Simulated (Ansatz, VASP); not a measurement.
## One calculation of GaSb3, two programs

File INCAR:

```
SYSTEM = GaSb3
  ALGO = Normal
  EDIFF = 1E-7
  ENCUT = 520
  GGA = PS
  GGA_COMPAT = .False.
  ISIF = 2
  ISMEAR = -1
  LASPH = .True.
  LCHARG = .False.
  LORBIT = 11
  LORBMOM = .True.
  LREAL = .False.
  LSORBIT = .True.
  LWAVE = .False.
  MAGMOM = 0 0 0 0 0 0 0 0 0 0 0 0
  NBANDS = 42
  NELM = 150
  PREC = Accurate
  SIGMA = 0.05
```

KPOINTS

```
k-points
0
Gamma
  6 6 6
  0 0 0
```

Contents of POSCAR:

```
GaSb3
1.0
    0.0000000000      3.7305950000      3.7305950000
    3.7305950000      0.0000000000      3.7305950000
    3.7305950000      3.7305950000      0.0000000000
Sb Ga
3 1
Direct
    0.5000000000      0.5000000000      0.5000000000
    0.7500000000      0.7500000000      0.7500000000
    0.2500000000      0.2500000000      0.2500000000
    0.0000000000      0.0000000000      0.0000000000
```

input.yaml

```yaml
crystal:
  lattice:
    - [0.0, 3.730595, 3.730595]
    - [3.730595, 0.0, 3.730595]
    - [3.730595, 3.730595, 0.0]
  atoms:
    - { symbol: Sb, position: [0.5, 0.5, 0.5] }
    - { symbol: Sb, position: [0.75, 0.75, 0.75] }
    - { symbol: Sb, position: [0.25, 0.25, 0.25] }
    - { symbol: Ga, position: [0.0, 0.0, 0.0] }
hamiltonian:
  xc: pbesol
  pseudopotentials: { kind: paw_fr }
magnetization:
  noncollinear: true
  spin_orbit: true
kpoints:
  mp_grid: { grid: [6, 6, 6] }
  band_path:
    path:
      - [[0.0, 0.0, 0.0], [0.5, 0.0, 0.5], [0.5, 0.25, 0.75], [0.375, 0.375, 0.75], [0.0, 0.0, 0.0], [0.5, 0.5, 0.5], [0.625, 0.25, 0.625], [0.5, 0.25, 0.75], [0.5, 0.5, 0.5], [0.375, 0.375, 0.75]]
      - [[0.625, 0.25, 0.625], [0.5, 0.0, 0.5]]
    npoints: 14
scf:
  occupations: { method: fermi_dirac, width: 0.05 }
  n_extra_bands: 10
output:
  forces: true
  stress: true
  eigenvalues: true
  fatbands: true
```

Alike in both runs: functional PBEsol; k mesh 6 × 6 × 6; occupations fermi-dirac, width 0.05 eV; non-collinear spin, spin-orbit coupling.

|  | VASP | Ansatz |
| --- | --- | --- |
| version | VASP 6.6.1 | Ansatz 0.2.0 |
| potentials or method | VASP PAW PBE potentials, release 64 (Sb, Ga_d) | Ansatz PAW |
| plane-wave cutoff (eV) | 520 | 420 |
| valence electrons in the cell | 28 | 58 |
| task | single point | band structure |

|  | VASP | Ansatz | Ansatz less VASP |
| --- | --- | --- | --- |
| pressure (GPa) | -3.3 | -3.3 | +0.02 |

VASP's potentials were made for PBE, not for PBEsol. The functional is the same, so the differences come from potentials, cutoffs and numerics. VASP's potentials hold 28 valence electrons a cell and Ansatz's 58, so a difference there can come from the potentials and not from the codes.
